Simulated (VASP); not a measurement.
# Ag (P6_3/mmc) in VASP: further runs

The runs below take Ag through single point, relaxation of shape and atoms at fixed volume, with PBE.

All numbers are computed with VASP 6.6.1; they aren't measurements. Logs are shortened: lines on timing, memory, paths and dates and some standing lists are left out, and cuts for length are marked.

## 1. The cell of the first run

Symmetry: P6_3/mmc, No. 194, hexagonal system. Conventional cell: a = 2.950 Å, b = 2.950 Å, c = 4.841 Å, α = 90.00°, β = 90.00°, γ = 120.00°. Within 3.9 Å of Ag (site symmetry -6m2) lie 12 Ag at 2.95 to 2.96 Å.

This isn't the form of Ag at room conditions, which is fcc.

## 2. Single point, PBE (18.24 Å³/atom)

INCAR reads:

```
SYSTEM = Ag
PREC = Accurate
ENCUT = 520
EDIFF = 1E-6
ISMEAR = -1
SIGMA = 0.15
LREAL = .False.
LASPH = .True.
NELM = 100
ALGO = Fast
ISIF = 2
LWAVE = .False.
LCHARG = .True.
GGA = PE
LELF = .True.
LVHAR = .True.
NBANDS = 18
```

KPOINTS reads:

```
Automatic mesh
0
Gamma
  18 18 10
  0 0 0
```

POSCAR reads:

```
Ag
1.0
    2.9500737263      0.0000000000      0.0000000000
   -1.4750368631      2.5548387900      0.0000000000
    0.0000000000      0.0000000000      4.8411863824
Ag
2
Direct
    0.3333333333      0.6666666667      0.2500000000
    0.6666666667      0.3333333333      0.7500000000
```

Potentials or basis: VASP PAW PBE potentials, release 64 (Ag).

Run with:

```sh
cat potpaw_PBE.64/Ag/POTCAR > POTCAR
mpirun -np 1 vasp_std > vasp.out
```

OUTCAR:

```text
SYSTEM = Ag
   PREC = Accurate
   ENCUT = 520
   EDIFF = 1E-6
   ISMEAR = -1
   LREAL = .False.
   LASPH = .True.
   NELM = 100
   ISIF = 2
   GGA = PE

 ion  position               nearest neighbor table
   1  0.333  0.667  0.250-   2 2.96   2 2.96   2 2.96   2 2.96   2 2.96   2 2.96
   2  0.667  0.333  0.750-   1 2.96   1 2.96   1 2.96   1 2.96   1 2.96   1 2.96

  LATTYP: Found a hexagonal cell.
 ALAT       =     2.9500737263
 C/A-ratio  =     1.6410391168

  Lattice vectors:

 A1 = (   2.9500737263,   0.0000000000,   0.0000000000)
 A2 = (  -1.4750368631,   2.5548387900,   0.0000000000)
 A3 = (   0.0000000000,   0.0000000000,   4.8411863824)

Analysis of symmetry for initial positions (statically):
=====================================================================
 Subroutine PRICEL returns:
 Original cell was already a primitive cell.

 Routine SETGRP: Setting up the symmetry group for a
 hexagonal supercell.

 Subroutine GETGRP returns: Found 24 space group operations
 (whereof 12 operations were pure point group operations)
 out of a pool of 24 trial point group operations.

The static configuration has the point symmetry D_3d.
 The point group associated with its full space group is D_6h.

Analysis of symmetry for dynamics (positions and initial velocities):
=====================================================================
 Subroutine PRICEL returns:
 Original cell was already a primitive cell.

 Routine SETGRP: Setting up the symmetry group for a
 hexagonal supercell.

 Subroutine GETGRP returns: Found 24 space group operations
 (whereof 12 operations were pure point group operations)
 out of a pool of 24 trial point group operations.

The dynamic configuration has the point symmetry D_3d.
 The point group associated with its full space group is D_6h.

 Subroutine INISYM returns: Found 24 space group operations
 (whereof 12 operations are pure point group operations),
 and found     1 'primitive' translations

----------------------------------------------------------------------------------------

                                     Primitive cell

  volume of cell :      36.4878

  direct lattice vectors                    reciprocal lattice vectors
     2.950073726  0.000000000  0.000000000     0.338974579  0.195707065  0.000000000
    -1.475036863  2.554838790  0.000000000     0.000000000  0.391414129  0.000000000
     0.000000000  0.000000000  4.841186382     0.000000000  0.000000000  0.206560938

  length of vectors
     2.950073726  2.950073726  4.841186382     0.391414129  0.391414129  0.206560938

  position of ions in fractional coordinates (direct lattice)
     0.333333333  0.666666667  0.250000000
     0.666666667  0.333333333  0.750000000

  ion indices of the primitive-cell ions
   primitive index   ion index
                 1           1
                 2           2

----------------------------------------------------------------------------------------

 KPOINTS: Automatic mesh

Automatic generation of k-mesh.
 Grid dimensions read from file:
 generate k-points for:   18   18   10

 Generating k-lattice:

  Cartesian coordinates                     Fractional coordinates (reciprocal lattice)
     0.018831921  0.010872615  0.000000000     0.055555556  0.000000000  0.000000000
     0.000000000  0.021745229  0.000000000     0.000000000  0.055555556  0.000000000
     0.000000000  0.000000000  0.020656094     0.000000000  0.000000000  0.100000000

  Length of vectors
     0.021745229  0.021745229  0.020656094

  Shift w.r.t. Gamma in fractional coordinates (k-lattice)
     0.000000000  0.000000000  0.000000000

 Subroutine IBZKPT returns following result:
 ===========================================

 Found    222 irreducible k-points:

 Following reciprocal coordinates:
            Coordinates               Weight
  0.000000  0.000000  0.000000      1.000000
  0.055556 -0.000000  0.000000      6.000000
  0.111111 -0.000000  0.000000      6.000000
  0.166667  0.000000  0.000000      6.000000
  0.222222  0.000000  0.000000      6.000000
  0.277778 -0.000000  0.000000      6.000000
[... 16 lines left out ...]
  0.333333  0.111111  0.000000     12.000000
  0.388889  0.111111  0.000000     12.000000
 [... further k-points ...]
   k-points           NKPTS =    222   k-points in BZ     NKDIM =    222   number of bands    NBANDS=     18
   number of dos      NEDOS =    301   number of ions     NIONS =      2
   total plane-waves  NPLWV =  20736
   dimension x,y,z NGX =    24 NGY =   24 NGZ =   36
   dimension x,y,z NGXF=    48 NGYF=   48 NGZF=   72
   ions per type =               2
   NGX,Y,Z   is equivalent  to a cutoff of  13.52, 13.52, 12.36 a.u.
   NGXF,Y,Z  is equivalent  to a cutoff of  27.05, 27.05, 24.72 a.u.
 SYSTEM =  Ag
   PREC   = accura    normal or accurate (medium, high low for compatibility)
   ISTART =      0    job   : 0-new  1-cont  2-samecut
   ICHARG =      2    charge: 1-file 2-atom 10-const
   ISPIN  =      1    spin polarized calculation?
   LNONCOLLINEAR =      F non collinear calculations
   LSORBIT =      F    spin-orbit coupling
   LASPH  =      T    aspherical Exc in radial PAW
   ENCUT  =  520.0 eV  38.22 Ry    6.18 a.u.   5.49  5.49  9.00*2*pi/ulx,y,z
   NELM   =    100;   NELMIN=  2; NELMDL= -5     # of ELM steps
   EDIFF  = 0.1E-05   stopping-criterion for ELM
   LREAL  =      F    real-space projection
   EDIFFG = 0.1E-04   stopping-criterion for IOM
   NSW    =      0    number of steps for IOM
   IBRION =     -1    ionic relax: 0-MD 1-quasi-New 2-CG
   NFREE  =      0    steps in history (QN), initial steepest desc. (CG)
   ISIF   =      2    stress and relaxation
   ISYM   =      2    0-nonsym 1-usesym 2-fastsym
   POTIM  = 0.5000    time-step for ionic-motion
   TEBEG  =    0.0;   TEEND  =   0.0 temperature during run
   PSTRESS=    0.0 pullay stress
   NELECT =      22.0000    total number of electrons
   NUPDOWN=      -1.0000    fix difference up-down
   EMIN   =  10.00;   EMAX   =-10.00  energy-range for DOS
   EFERMI =   0.00;   METHOD = LEGACY
   ISMEAR =    -1;   SIGMA  =   0.15  broadening in eV -4-tet -1-fermi 0-gaus
   EFERMI_NEDOS =   21; number of points for ismear=-14 and -15
   IALGO  =     68    algorithm
   IMIX   =      4    mixing-type and parameters
     AMIX     =   0.40;   BMIX     =  1.00
     AMIX_MAG =   1.60;   BMIX_MAG =  1.00
  volume/ion in A,a.u.               =      18.24       123.12
  Fermi-wavevector in a.u.,A,eV,Ry     =   1.383034  2.613556 26.025010  1.912784
  Thomas-Fermi vector in A             =   2.507670
   LORBIT       =      0    0 simple, 1 ext, 2 COOP (PROOUT), +10 PAW based schemes
   GGA     = PE    functional components
   LHFCALC =     F    Hartree Fock is set to
   AEXX    =    0.0000 exact exchange contribution
   IVDW    =     0    specifies the selected vdW correction
   LEPSILON=     F    determine dielectric tensor
   LRPA    =     F    only Hartree local field effects (RPA)
 non-spin polarized calculation
 RMM-DIIS sequential band-by-band and
  energy-cutoff  :      520.00
  volume of cell :       36.49
 maximum number of plane-waves:      1008
 NGX is ok and might be reduce to    24
   NGX = 11   NGY = 11   NGZ = 19

 number of electron      21.9999998 magnetization

 Free energy of the ion-electron system (eV)
  ---------------------------------------------------
  ext. energy  EPLUGINS =         0.00000000
  ---------------------------------------------------
  free energy    TOTEN  =        -5.44466552 eV

  energy without entropy =       -5.40277401  energy(sigma->0) =       -5.42371977

 E-fermi :   7.5422     XC(G=0): -11.8095

 val. band max:        7.5398501555   @ k =   0.4444   0.0556   0.2000
 cond. band min:       7.5450287690   @ k =   0.3333   0.0556   0.4000
 fundamental gap:      0.0051786136
 Fermi energy:         7.5421633335

 k-point     1 :       0.0000    0.0000    0.0000
  band No.  band energies     occupation
      1       0.2407      2.00000
      2       1.5278      2.00000
      3       2.9289      2.00000
      4       3.0313      2.00000
      5       3.0313      2.00000
      6       3.2375      2.00000
[... 10 lines left out ...]
     17      25.0856      0.00000
     18      25.0910      0.00000

 k-point     2 :       0.0556   -0.0000    0.0000
  band No.  band energies     occupation
      1       0.3225      2.00000
      2       1.5745      2.00000
      3       2.8821      2.00000
      4       3.0724      2.00000
      5       3.0755      2.00000
      6       3.2215      2.00000
[... 10 lines left out ...]
     17      24.8208      0.00000
     18      25.6046      0.00000

 k-point     3 :       0.1111   -0.0000    0.0000
  band No.  band energies     occupation
      1       0.5609      2.00000
      2       1.7016      2.00000
      3       2.7931      2.00000
      4       3.1344      2.00000
      5       3.1927      2.00000
      6       3.2178      2.00000
[... 10 lines left out ...]
     17      25.0392      0.00000
     18      26.0406      0.00000

 k-point     4 :       0.1667    0.0000    0.0000
  band No.  band energies     occupation
      1       0.9300      2.00000
      2       1.8617      2.00000
      3       2.7132      2.00000
      4       3.0940      2.00000
      5       3.1628      2.00000
      6       3.3650      2.00000
[... 375 lines left out ...]
      4       2.9890      2.00000
      5       3.0079      2.00000
      6       3.2381      2.00000
[... 10 lines left out ...]
     17      20.5168      0.00000
     18      22.9517      0.00000

 k-point    23 :       0.3333    0.1111    0.0000
  band No.  band energies     occupation
      1       1.8437      2.00000
      2       2.0739      2.00000
      3       2.0798      2.00000
      4       2.9517      2.00000
      5       3.2987      2.00000
      6       3.3133      2.00000
[... 10 lines left out ...]
     17      19.2196      0.00000
     18      22.5347      0.00000

 k-point    24 :       0.3889    0.1111    0.0000
  band No.  band energies     occupation
      1       1.7710      2.00000
      2       1.9711      2.00000
      3       2.0558      2.00000
      4       2.9363      2.00000
      5       3.2412      2.00000
      6       3.4103      2.00000
[... 10 lines left out ...]
     17      18.1075      0.00000
     18      22.2834      0.00000

 [... further k-points ...]
[... 5 lines left out ...]
  --------------------------------------------------------------------------------------
  -------------------------------------------------------------------------------------
  Total       -0.3900595     -0.3900595     -0.3881911     -0.0000000      0.0000000      0.0000000
  in kB      -17.1274729    -17.1274729    -17.0454293     -0.0000000      0.0000000      0.0000000
  external PRESSURE =     -17.1001250 kB  Pullay stress =       0.0000000 kB

 VOLUME and BASIS-vectors are now :
 -----------------------------------------------------------------------------
  energy-cutoff  :      520.00
  volume of cell :       36.49
      direct lattice vectors                 reciprocal lattice vectors
     2.950073726  0.000000000  0.000000000     0.338974579  0.195707065  0.000000000
    -1.475036863  2.554838790  0.000000000     0.000000000  0.391414129  0.000000000
     0.000000000  0.000000000  4.841186382     0.000000000  0.000000000  0.206560938

 POSITION                                       TOTAL-FORCE (eV/Angst)
 -----------------------------------------------------------------------------------
     -0.00000      1.70323      1.21030        -0.000000      0.000000      0.000000
      1.47504      0.85161      3.63089         0.000000     -0.000000      0.000000
 -----------------------------------------------------------------------------------
    total drift:                               -0.000000      0.000000     -0.000000

  FREE ENERGIE OF THE ION-ELECTRON SYSTEM (eV)
  ---------------------------------------------------
  free  energy   TOTEN  =        -5.4446655187 eV

  energy  without entropy=       -5.4027740133  energy(sigma->0) =       -5.42371977
```

It took 36 s on 1 thread of Intel Xeon 6975P-C (Granite Rapids), shared host; peak memory 0.24 GiB.

Results:

```yaml
Free_energy: -5.4447 eV
Pressure: -1.7 GPa
Band_gap_on_the_k_mesh: zero (bands 11 and 12 overlap by 7.29 eV)
```

## 3. Relaxation of shape and atoms at fixed volume, PBE (17.53 Å³/atom)

This run uses another cell than the first one, of 17.53 Å³/atom.

INCAR reads:

```
ALGO     = Fast           # electronic algorithm
EDIFF    = 1E-6           # SCF threshold, eV
EDIFFG   = -0.001         # ionic threshold
ENCUT    = 600            # plane-wave cutoff, eV
GGA      = PE             # functional
IBRION   = 2              # ionic algorithm
ISIF     = 4              # what is computed and relaxed
ISMEAR   = -1             # smearing method
LASPH    = True           # aspherical terms in the spheres
LCHARG   = False          # write CHGCAR
LREAL    = False          # projectors in reciprocal space
LWAVE    = False          # write WAVECAR
NELM     = 100            # most SCF steps
NSW      = 80             # ionic steps
PREC     = Accurate       # precision mode
SIGMA    = 0.15           # smearing width, eV
```

KPOINTS reads:

```
k-points
0
Gamma
  18 18 10
```

POSCAR reads:

```
Ag
1.0
    2.9109953007      0.0000000000      0.0000000000
   -1.4554976504      2.5209958807      0.0000000000
    0.0000000000      0.0000000000      4.7770571575
Ag
2
Direct
    0.3333333333      0.6666666667      0.2500000000
    0.6666666667      0.3333333333      0.7500000000
```

Potentials or basis: VASP PAW PBE potentials, release 64 (Ag).

Run with:

```sh
cat potpaw_PBE.64/Ag/POTCAR > POTCAR
mpirun -np 1 vasp_std > vasp.out
```

Wall time 67 s (1 thread of Intel Xeon 6975P-C (Granite Rapids), shared host); peak memory 0.25 GiB.

The run converged. Its results:

* Free energy: -5.4441 eV
* Energy gained by relaxing: 0.0 meV/atom
* Ionic steps: 5
* Pressure after relaxing: 1.8 GPa
* Band gap on the k mesh: zero (bands 11 and 12 overlap by 7.44 eV)

Final structure:
```yaml
crystal:
  lattice:
    - [2.91125, 0.00000, 0.00000]
    - [-1.45563, 2.52122, 0.00000]
    - [0.00000, 0.00000, 4.77621]
  atoms:
    - { symbol: Ag, position: [0.33333, 0.66667, 0.25000] }
    - { symbol: Ag, position: [0.66667, 0.33333, 0.75000] }
```

Levels at points of the mesh, in eV from the Fermi level:
```tsv
k point	band 8	band 9	band 10	band 11	band 12	band 13	band 14	band 15
(0.00, 0.00, 0.00)	-4.06	-4.06	-3.11	-3.11	-0.37	3.37	15.59	17.37
(0.50, 0.00, 0.00)	-2.98	-2.94	-2.85	0.11	1.49	6.73	7.00	9.12
(0.00, 0.00, 0.50)	-4.47	-3.41	-3.41	-3.41	-3.41	10.83	10.83	15.95
(0.50, 0.00, 0.50)	-3.15	-2.90	-2.90	0.79	0.79	4.43	4.43	13.42
```
